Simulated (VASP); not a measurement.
Crystal: MgS.

```xyz
2
Lattice="-0.0327 2.8265 2.8265 2.8265 -0.0327 2.8265 2.8265 2.8265 -0.0327" Properties=species:S:1:pos:R:3 pbc="T T T"
Mg   -0.0059   -0.0059   -0.0059
S     1.4110    1.4110    1.4110
```

This cell differs from its parent crystal: epitaxial 111 strain +1.0%.

Base run:

- Program: VASP 6.6.1
- Functional: r2SCAN
- Potentials or basis: VASP PAW PBE potentials, release 64 (Mg, S)
- Cutoff: 520 eV
- k mesh: 8 × 8 × 8
- Occupations: gaussian, width 0.01 eV
- Spin: no spin polarisation

Its results: band gap on the k mesh 3.99 eV, direct; pressure -1.0 GPa.

Problem. The run is repeated on the same cell with these changes: functional from r2SCAN to PBE; occupations from gaussian, width 0.01 eV to fermi-dirac, width 0.02 eV. What comes out?

Solution. Band gap on the k mesh 3.33 eV, direct; pressure 0.2 GPa.

Caveats: the PAW data sets were made with another functional, which shifts forces and pressure a little (some runs).

A k mesh can miss the band edges.
